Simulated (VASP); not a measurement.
# Bi5Se3 in VASP: single point with PBEsol

Aim: the single point of Bi5Se3 with PBEsol.

All numbers are computed with VASP 6.6.1; they aren't measurements. Logs are shortened: lines on timing, memory, paths and dates and some standing lists are left out, and cuts for length are marked.

## 1. The cell of the first run

The cell holds a slab with vacuum, 16 atoms: a = 4.262 Å, b = 4.262 Å, c = 43.091 Å, α = 90.00°, β = 90.00°, γ = 120.00°.

## 2. Single point, PBEsol

Input file INCAR:

```
SYSTEM = Bi5Se3
ALGO     = Normal         ! electronic algorithm
DIPOL    = 0.5 0.5 0.500
EDIFF    = 1E-6           ! SCF threshold, eV
ENCUT    = 520            ! plane-wave cutoff, eV
GGA      = PS             ! functional
IDIPOL   = 3            
ISIF     = 2              ! what is computed and relaxed
ISMEAR   = 0              ! smearing method
LASPH    = .True.         ! aspherical terms in the spheres
LCHARG   = .True.         ! write CHGCAR
LDIPOL   = .True.       
LELF     = .True.         ! ELF
LREAL    = Auto         
LVACPOTAV= .True.       
LVHAR    = .True.       
LWAVE    = .False.        ! write WAVECAR
NBANDS   = 107            ! bands
NELM     = 100            ! most SCF steps
PREC     = Accurate       ! precision mode
SIGMA    = 0.1            ! smearing width, eV
```

Input file KPOINTS:

```
k-points
0
Gamma
  9 9 1
  0 0 0
```

Input file POSCAR:

```
Bi5Se3
1.0
    4.2615963455      0.0000000000      0.0000000000
   -2.1307981728      3.6906506959      0.0000000000
    0.0000000000      0.0000000000     43.0908237335
Bi Se
10 6
Direct
    0.0000000000      0.0000000000      0.1747767323
    0.6666666667      0.3333333333      0.2151638092
    0.0000000000      0.0000000000      0.3049981581
    0.3333333333      0.6666666667      0.3895020555
    0.6666666667      0.3333333333      0.4797386899
    0.3333333333      0.6666666667      0.5202613021
    0.6666666667      0.3333333333      0.6104979349
    0.0000000000      0.0000000000      0.6950018404
    0.3333333333      0.6666666667      0.7848361959
    0.0000000000      0.0000000000      0.8252232730
    0.3333333333      0.6666666667      0.2697654588
    0.6666666667      0.3333333333      0.3472032892
    0.0000000000      0.0000000000      0.4247574298
    0.0000000000      0.0000000000      0.5752425655
    0.3333333333      0.6666666667      0.6527967198
    0.6666666667      0.3333333333      0.7302345455
```

Potentials or basis: VASP PAW PBE potentials, release 64 (Bi_d, Se).

The run is started by

```bash
$ cat potpaw_PBE.64/Bi_d/POTCAR potpaw_PBE.64/Se/POTCAR > POTCAR
$ mpirun -np 1 vasp_std > vasp.out
```

OUTCAR:

```text
SYSTEM = Bi5Se3
   EDIFF = 1E-6
   ENCUT = 520
   GGA = PS
   ISIF = 2
   ISMEAR = 0
   LASPH = .True.
   LREAL = Auto
   NELM = 100
   PREC = Accurate

 ion  position               nearest neighbor table
   1  0.000  0.000  0.175-   2 3.01   2 3.01   2 3.01
   2  0.667  0.333  0.215-   1 3.01   1 3.01   1 3.01
   3  0.000  0.000  0.305-  11 2.89  11 2.89  11 2.89  12 3.06  12 3.06  12 3.06
   4  0.333  0.667  0.390-  13 2.89  13 2.89  13 2.89  12 3.06  12 3.06  12 3.06
   5  0.667  0.333  0.480-   6 3.02   6 3.02   6 3.02
   6  0.333  0.667  0.520-   5 3.02   5 3.02   5 3.02
   7  0.667  0.333  0.610-  14 2.89  14 2.89  14 2.89  15 3.06  15 3.06  15 3.06
   8  0.000  0.000  0.695-  16 2.89  16 2.89  16 2.89  15 3.06  15 3.06  15 3.06
   9  0.333  0.667  0.785-  10 3.01  10 3.01  10 3.01
  10  0.000  0.000  0.825-   9 3.01   9 3.01   9 3.01
  11  0.333  0.667  0.270-   3 2.89   3 2.89   3 2.89
  12  0.667  0.333  0.347-   3 3.06   3 3.06   3 3.06   4 3.06   4 3.06   4 3.06
  13  0.000  0.000  0.425-   4 2.89   4 2.89   4 2.89
  14  0.000  0.000  0.575-   7 2.89   7 2.89   7 2.89
  15  0.333  0.667  0.653-   8 3.06   8 3.06   8 3.06   7 3.06   7 3.06   7 3.06
  16  0.667  0.333  0.730-   8 2.89   8 2.89   8 2.89

  LATTYP: Found a hexagonal cell.
 ALAT       =     4.2615963455
 C/A-ratio  =    10.1114277937

  Lattice vectors:

 A1 = (   4.2615963455,   0.0000000000,   0.0000000000)
 A2 = (  -2.1307981728,   3.6906506959,   0.0000000000)
 A3 = (   0.0000000000,   0.0000000000,  43.0908237335)

Analysis of symmetry for initial positions (statically):
=====================================================================
 Subroutine PRICEL returns:
 Original cell was already a primitive cell.

 Routine SETGRP: Setting up the symmetry group for a
 hexagonal supercell.

 Subroutine GETGRP returns: Found 12 space group operations
 (whereof 12 operations were pure point group operations)
 out of a pool of 24 trial point group operations.

The static configuration has the point symmetry D_3d.

Analysis of symmetry for dynamics (positions and initial velocities):
=====================================================================
 Subroutine PRICEL returns:
 Original cell was already a primitive cell.

 Routine SETGRP: Setting up the symmetry group for a
 hexagonal supercell.

 Subroutine GETGRP returns: Found 12 space group operations
 (whereof 12 operations were pure point group operations)
 out of a pool of 24 trial point group operations.

The dynamic configuration has the point symmetry D_3d.

 Subroutine INISYM returns: Found 12 space group operations
 (whereof 12 operations are pure point group operations),
 and found     1 'primitive' translations

----------------------------------------------------------------------------------------

                                     Primitive cell

  volume of cell :     677.7352

  direct lattice vectors                    reciprocal lattice vectors
     4.261596346  0.000000000  0.000000000     0.234653852  0.135477465  0.000000000
    -2.130798173  3.690650696  0.000000000     0.000000000  0.270954930  0.000000000
     0.000000000  0.000000000 43.090823734     0.000000000  0.000000000  0.023206797

  length of vectors
     4.261596346  4.261596346 43.090823734     0.270954930  0.270954930  0.023206797

  position of ions in fractional coordinates (direct lattice)
     0.000000000  0.000000000  0.174776732
     0.666666667  0.333333333  0.215163809
     0.000000000  0.000000000  0.304998158
     0.333333333  0.666666667  0.389502056
     0.666666667  0.333333333  0.479738690
     0.333333333  0.666666667  0.520261302
[... 8 lines left out ...]
     0.333333333  0.666666667  0.652796720
     0.666666667  0.333333333  0.730234545

  ion indices of the primitive-cell ions
   primitive index   ion index
                 1           1
                 2           2
                 3           3
                 4           4
                 5           5
                 6           6
[... 8 lines left out ...]
                15          15
                16          16

----------------------------------------------------------------------------------------

 KPOINTS: k-points

Automatic generation of k-mesh.
 Grid dimensions read from file:
 generate k-points for:    9    9    1

 Generating k-lattice:

  Cartesian coordinates                     Fractional coordinates (reciprocal lattice)
     0.026072650  0.015053052  0.000000000     0.111111111 -0.000000000  0.000000000
     0.000000000  0.030106103  0.000000000     0.000000000  0.111111111  0.000000000
     0.000000000  0.000000000  0.023206797     0.000000000  0.000000000  1.000000000

  Length of vectors
     0.030106103  0.030106103  0.023206797

  Shift w.r.t. Gamma in fractional coordinates (k-lattice)
     0.000000000  0.000000000  0.000000000

 Subroutine IBZKPT returns following result:
 ===========================================

 Found     12 irreducible k-points:

 Following reciprocal coordinates:
            Coordinates               Weight
  0.000000  0.000000  0.000000      1.000000
  0.111111 -0.000000  0.000000      6.000000
  0.222222 -0.000000  0.000000      6.000000
  0.333333 -0.000000  0.000000      6.000000
  0.444444 -0.000000  0.000000      6.000000
  0.111111  0.111111  0.000000      6.000000
  0.222222  0.111111  0.000000     12.000000
  0.333333  0.111111  0.000000     12.000000
  0.444444  0.111111  0.000000      6.000000
  0.222222  0.222222  0.000000      6.000000
  0.333333  0.222222  0.000000     12.000000
  0.333333  0.333333  0.000000      2.000000
   k-points           NKPTS =     12   k-points in BZ     NKDIM =     12   number of bands    NBANDS=    107
   number of dos      NEDOS =    301   number of ions     NIONS =     16
   total plane-waves  NPLWV = 327680
   dimension x,y,z NGX =    32 NGY =   32 NGZ =  320
   dimension x,y,z NGXF=    64 NGYF=   64 NGZF=  640
   ions per type =              10   6
   NGX,Y,Z   is equivalent  to a cutoff of  12.48, 12.48, 12.35 a.u.
   NGXF,Y,Z  is equivalent  to a cutoff of  24.97, 24.97, 24.69 a.u.
 SYSTEM =  Bi5Se3
   PREC   = accura    normal or accurate (medium, high low for compatibility)
   ISTART =      0    job   : 0-new  1-cont  2-samecut
   ICHARG =      2    charge: 1-file 2-atom 10-const
   ISPIN  =      1    spin polarized calculation?
   LNONCOLLINEAR =      F non collinear calculations
   LSORBIT =      F    spin-orbit coupling
   LASPH  =      T    aspherical Exc in radial PAW
   ENCUT  =  520.0 eV  38.22 Ry    6.18 a.u.   7.92  7.92 80.12*2*pi/ulx,y,z
   NELM   =    100;   NELMIN=  2; NELMDL= -5     # of ELM steps
   EDIFF  = 0.1E-05   stopping-criterion for ELM
   LREAL  =      T    real-space projection
   EDIFFG = 0.1E-04   stopping-criterion for IOM
   NSW    =      0    number of steps for IOM
   IBRION =     -1    ionic relax: 0-MD 1-quasi-New 2-CG
   NFREE  =      0    steps in history (QN), initial steepest desc. (CG)
   ISIF   =      2    stress and relaxation
   ISYM   =      2    0-nonsym 1-usesym 2-fastsym
   POTIM  = 0.5000    time-step for ionic-motion
   TEBEG  =    0.0;   TEEND  =   0.0 temperature during run
   PSTRESS=    0.0 pullay stress
   NELECT =     186.0000    total number of electrons
   NUPDOWN=      -1.0000    fix difference up-down
   EMIN   =  10.00;   EMAX   =-10.00  energy-range for DOS
   EFERMI =   0.00;   METHOD = LEGACY
   ISMEAR =     0;   SIGMA  =   0.10  broadening in eV -4-tet -1-fermi 0-gaus
   EFERMI_NEDOS =   21; number of points for ismear=-14 and -15
   IALGO  =     38    algorithm
   IMIX   =      4    mixing-type and parameters
     AMIX     =   0.40;   BMIX     =  1.00
     AMIX_MAG =   1.60;   BMIX_MAG =  1.00
  volume/ion in A,a.u.               =      42.36       285.85
  Fermi-wavevector in a.u.,A,eV,Ry     =   1.063880  2.010441 15.399614  1.131840
  Thomas-Fermi vector in A             =   2.199379
   LORBIT       =      0    0 simple, 1 ext, 2 COOP (PROOUT), +10 PAW based schemes
   GGA     = PS    functional components
   LHFCALC =     F    Hartree Fock is set to
   AEXX    =    0.0000 exact exchange contribution
   IVDW    =     0    specifies the selected vdW correction
   LEPSILON=     F    determine dielectric tensor
   LRPA    =     F    only Hartree local field effects (RPA)
 non-spin polarized calculation
 Gauss-broadening in eV      SIGMA  =   0.10
  energy-cutoff  :      520.00
  volume of cell :      677.74
 maximum number of plane-waves:     18342
 NGX is ok and might be reduce to    32
   NGX = 15   NGY = 15   NGZ =161

 dipolmoment           0.000000      0.000000     -0.000000 electrons x Angstroem

 number of electron     186.0000000 magnetization

 dipolmoment           0.000000      0.000000      0.000001 electrons x Angstroem

 Free energy of the ion-electron system (eV)
  ---------------------------------------------------
  ext. energy  EPLUGINS =         0.00000000
  ---------------------------------------------------
  free energy    TOTEN  =       -69.49228402 eV

  energy without entropy =      -69.48211928  energy(sigma->0) =      -69.48720165

 E-fermi :   2.9808     XC(G=0):  -7.3034

 val. band max:        2.9021382232   @ k =   0.0000   0.0000   0.0000
 cond. band min:       2.9946106739   @ k =   0.0000   0.0000   0.0000
 fundamental gap:      0.0924724507
 Fermi energy:         2.9807897345

 k-point     1 :       0.0000    0.0000    0.0000
  band No.  band energies     occupation
      1     -20.5668      2.00000
      2     -20.5668      2.00000
      3     -20.5667      2.00000
      4     -20.5667      2.00000
      5     -20.5635      2.00000
      6     -20.5635      2.00000
[... 97 lines left out ...]
    104       4.6483      0.00000
    105       4.7602      0.00000

 k-point     2 :       0.1111   -0.0000    0.0000
  band No.  band energies     occupation
      1     -20.5683      2.00000
      2     -20.5683      2.00000
      3     -20.5647      2.00000
      4     -20.5646      2.00000
      5     -20.5646      2.00000
      6     -20.5646      2.00000
[... 1072 lines left out ...]
 k-point    12 :       0.3333    0.3333    0.0000
  band No.  band energies     occupation
      1     -20.5706      2.00000
      2     -20.5705      2.00000
      3     -20.5698      2.00000
      4     -20.5697      2.00000
      5     -20.5691      2.00000
      6     -20.5690      2.00000
[... 97 lines left out ...]
    104       5.8388      0.00000
    105       6.1321      0.00000
 [bands above 105 left out]

------------------------ aborting loop because EDIFF is reached ----------------------------------------

  FORCE on cell =-STRESS in cart. coord.  units (eV):
  Direction    XX          YY          ZZ          XY          YZ          ZX
  --------------------------------------------------------------------------------------
  -------------------------------------------------------------------------------------
  Total        0.2237214      0.2237214     -0.0850920     -0.0000000      0.0000000     -0.0000000
  in kB        0.5288812      0.5288812     -0.2011590     -0.0000000      0.0000000     -0.0000000
  external PRESSURE =       0.2855345 kB  Pullay stress =       0.0000000 kB

 VOLUME and BASIS-vectors are now :
 -----------------------------------------------------------------------------
  energy-cutoff  :      520.00
  volume of cell :      677.74
      direct lattice vectors                 reciprocal lattice vectors
     4.261596346  0.000000000  0.000000000     0.234653852  0.135477465  0.000000000
    -2.130798173  3.690650696  0.000000000     0.000000000  0.270954930  0.000000000
     0.000000000  0.000000000 43.090823734     0.000000000  0.000000000  0.023206797

 POSITION                                       TOTAL-FORCE (eV/Angst)
 -----------------------------------------------------------------------------------
      0.00000      0.00000      7.53127         0.000000      0.000000     -0.037937
      2.13080      1.23022      9.27159        -0.000000      0.000000      0.025321
      0.00000      0.00000     13.14262         0.000000      0.000000     -0.034594
     -0.00000      2.46043     16.78396        -0.000000      0.000000      0.006275
      2.13080      1.23022     20.67234        -0.000000     -0.000000     -0.007190
     -0.00000      2.46043     22.41849         0.000000     -0.000000      0.007190
[... 8 lines left out ...]
     -0.00000      2.46043     28.12955        -0.000000     -0.000000     -0.003661
      2.13080      1.23022     31.46641         0.000000     -0.000000      0.027827
 -----------------------------------------------------------------------------------
    total drift:                               -0.000000      0.000000      0.000337

  FREE ENERGIE OF THE ION-ELECTRON SYSTEM (eV)
  ---------------------------------------------------
  free  energy   TOTEN  =       -69.4922840232 eV

  energy  without entropy=      -69.4821192827  energy(sigma->0) =      -69.48720165

 vacuum level on the upper side and lower side of the slab         7.274         7.274
```

Run time: 21 min. Hardware: 1 thread of Intel Xeon 6975P-C (Granite Rapids), shared host; peak memory 1 GiB.

What came out:

```yaml
Free_energy: -69.4923 eV
Largest_force: 0.038 eV/Å
Band_gap_on_the_k_mesh: zero (bands 93 and 94 overlap by 0.02 eV)
```

Forces in eV/Å, atoms in the order of the input:
```
Bi   0.000  0.000 -0.038
Bi   0.000  0.000  0.025
Bi   0.000  0.000 -0.035
Bi   0.000  0.000  0.006
Bi   0.000  0.000 -0.007
Bi   0.000  0.000  0.007
Bi   0.000  0.000 -0.006
Bi   0.000  0.000  0.035
Bi   0.000  0.000 -0.025
Bi   0.000  0.000  0.038
Se   0.000  0.000 -0.028
Se   0.000  0.000  0.004
Se   0.000  0.000  0.008
Se   0.000  0.000 -0.008
Se   0.000  0.000 -0.004
Se   0.000  0.000  0.028
```

Caveat: the PAW data sets were made with another functional, which shifts forces and pressure a little; spin-orbit coupling is left out, which moves the levels of the heavy elements.

The gap in the log of VASP goes by the Fermi energy; the results here count the filled bands.